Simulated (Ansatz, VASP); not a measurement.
## One calculation of In3Cu, two programs

```xyz
4
Lattice="4.4071 0.0395 0.0395 0.0395 4.4071 0.0395 0.0395 0.0395 4.4071" Properties=species:S:1:pos:R:3 pbc="T T T"
In    0.0395    2.2233    2.2233
In    2.2233    0.0395    2.2233
In    2.2233    2.2233    0.0395
Cu    0.0000    0.0000    0.0000
```

Alike in both runs: task single point; functional LDA; k mesh 10 × 10 × 10; occupations gaussian, width 0.15 eV; no spin polarisation.

|  | VASP | Ansatz |
| --- | --- | --- |
| version | VASP 6.6.1 | Ansatz 0.2.0 |
| potentials or method | VASP PAW LDA potentials, release 64 (In_d, Cu), cutoff 520 eV | scalar-relativistic, plane waves, PAW |
| valence electrons in the cell | 50 | 58 |

|  | VASP | Ansatz | Ansatz less VASP |
| --- | --- | --- | --- |
| gap on the k mesh at the Fermi level (eV) | none | none | - |
| pressure (GPa) | -2.8 | -2.9 | -0.06 |
| traceless stress, the component that is largest in VASP (GPa) | -0.11 | -0.11 | -0.001 |

LDA's correlation is that of Perdew and Zunger in VASP and of Perdew and Wang (1992) in Ansatz. A gap of «none» marks a metal or a gap that the smearing closes. VASP's potentials hold 50 valence electrons a cell and Ansatz's 58, so a difference there can come from the potentials and not from the codes.
